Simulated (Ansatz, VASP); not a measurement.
One calculation of Br, two programs

INCAR

```
SYSTEM = Br
ALGO = Normal
EDIFF = 1E-7
ENCUT = 520
GGA = CA
ISIF = 2
ISMEAR = -1
LASPH = .TRUE.
LCHARG = .FALSE.
LREAL = .FALSE.
LWAVE = .FALSE.
NBANDS = 22
NELM = 80
PREC = Accurate
SIGMA = 0.05
```

File KPOINTS:

```
k-points
0
G
  7 7 3
  0 0 0
```

File POSCAR:

```
Br
1.0
    3.3406771722     -2.3069619464      0.0000000000
    3.3406771722      2.3069619464      0.0000000000
    0.0000000000      0.0000000000      8.6438935422
Br
4
Direct
    0.3651000000      0.6349000000      0.3901000000
    0.1349000000      0.8651000000      0.8901000000
    0.6349000000      0.3651000000      0.6099000000
    0.8651000000      0.1349000000      0.1099000000
```

File input.yaml:

```yaml
crystal:
  lattice:
    - [3.3406771722, -2.3069619464, 0.0]
    - [3.3406771722, 2.3069619464, 0.0]
    - [0.0, 0.0, 8.6438935422]
  atoms:
    - { symbol: Br, position: [0.3651, 0.6349, 0.3901] }
    - { symbol: Br, position: [0.1349, 0.8651, 0.8901] }
    - { symbol: Br, position: [0.6349, 0.3651, 0.6099] }
    - { symbol: Br, position: [0.8651, 0.1349, 0.1099] }
kpoints:
  mp_grid: { grid: [7, 7, 3] }
scf:
  occupations: { method: fermi_dirac, width: 0.05 }
hamiltonian:
  xc: lda
  pseudopotentials: { kind: all_electron, lapw: { basis_error: 0.002 } }
output:
  forces: true
  stress: true
  eigenvalues: true
```

Change from the starting cell: volume scaled by 0.98.

Alike in both runs: task single point; functional LDA; k mesh 7 × 7 × 3; occupations fermi-dirac, width 0.05 eV; no spin polarisation.

|  | VASP | Ansatz |
| --- | --- | --- |
| version | VASP 6.6.1 | Ansatz 0.2.0 |
| potentials or method | VASP PAW LDA potentials, release 64 (Br), cutoff 520 eV | all-electron LAPW, scalar-relativistic |

VASP gave:

- gap on the k mesh at the Fermi level (eV): 1.82
- least direct gap on the mesh (eV): 1.83
- pressure (GPa): -0.6
- traceless stress, the component that is largest in VASP (GPa): 1.15
- rms of the force components (eV/Å): 0.556

Question: Which values does Ansatz return?

Answer: gap on the k mesh at the Fermi level (eV): 1.82; least direct gap on the mesh (eV): 1.84; pressure (GPa): -0.7; traceless stress, the component that is largest in VASP (GPa): 1.07; rms of the force components (eV/Å): 0.535.

LDA's correlation is that of Perdew and Zunger in VASP and of Perdew and Wang (1992) in Ansatz. Atom by atom the forces differ by 0.021 eV/Å (rms over components). Ansatz ran all-electron here, and VASP with PAW potentials.
